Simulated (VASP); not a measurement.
Write the native input for VASP 6.6.1 that does the following.

| Item | Value |
| --- | --- |
| Task | single point |
| Functional | r2SCAN |
| Potentials or basis | VASP PAW PBE potentials, release 64 (Ga_d, N_h) |
| Cutoff | 1460 eV |
| k mesh | 10 × 10 × 10 |
| Occupations | gaussian, width 0.05 eV |
| Spin | no spin polarisation |
| Dipole correction | no |
| Further INCAR settings | ALGO = Normal; EDIFF = 1e-06; NBANDS = 16 |

GaN:

```
Ga N
1.0
     0.00000    2.06921    2.06921
     2.06921    0.00000    2.06921
     2.06921    2.06921    0.00000
Ga N
1 1
Direct
  0.50000 0.50000 0.50000
  0.00000 0.00000 0.00000
```

The input as run:

POSCAR

```
GaN
1.0
    0.0000000000      2.0692100263      2.0692100263
    2.0692100263      0.0000000000      2.0692100263
    2.0692100263      2.0692100263      0.0000000000
Ga N
1 1
Direct
    0.5000000000      0.5000000000      0.5000000000
    0.0000000000      0.0000000000      0.0000000000
```

INCAR.step1

```
PREC = Accurate
ENCUT = 1460
ISMEAR = 0
SIGMA = 0.05
LREAL = False
LASPH = True
NELM = 120
NBANDS = 16
GGA = PE
ALGO = Normal
EDIFF = 1E-5
LWAVE = True
LCHARG = False
GGA_COMPAT = False
```

INCAR.step2

```
PREC = Accurate
ENCUT = 1460
EDIFF = 1E-6
ISMEAR = 0
SIGMA = 0.05
LREAL = False
LASPH = True
NELM = 120
ALGO = Normal
ISIF = 2
LWAVE = False
LCHARG = False
METAGGA = R2SCAN
LMIXTAU = True
NBANDS = 16
ISTART = 1
GGA_COMPAT = False
```

KPOINTS

```
Automatic mesh
0
Gamma
  10 10 10
```

Potentials or basis: VASP PAW PBE potentials, release 64 (Ga_d, N_h).

Run with:

```console
$ cat potpaw_PBE.64/Ga_d/POTCAR potpaw_PBE.64/N_h/POTCAR > POTCAR
$ cp INCAR.step1 INCAR
$ mpirun -np 1 vasp_std > vasp.out
$ cp INCAR.step2 INCAR
$ mpirun -np 1 vasp_std > vasp.out
```

It gave:

```yaml
Pressure: 17.0 GPa
Band_gap_on_the_k_mesh: 1.57 eV (least direct gap 4.18 eV)
```

Caveat: the cell stands under pressure; the PAW data sets were made with another functional, which shifts forces and pressure a little.

It took 3.1 min on 1 thread of Intel(R) Xeon(R) Platinum 8259CL CPU @ 2.50GHz (Skylake/Cascade Lake), with other jobs on the host, peak memory 0.26 GiB.
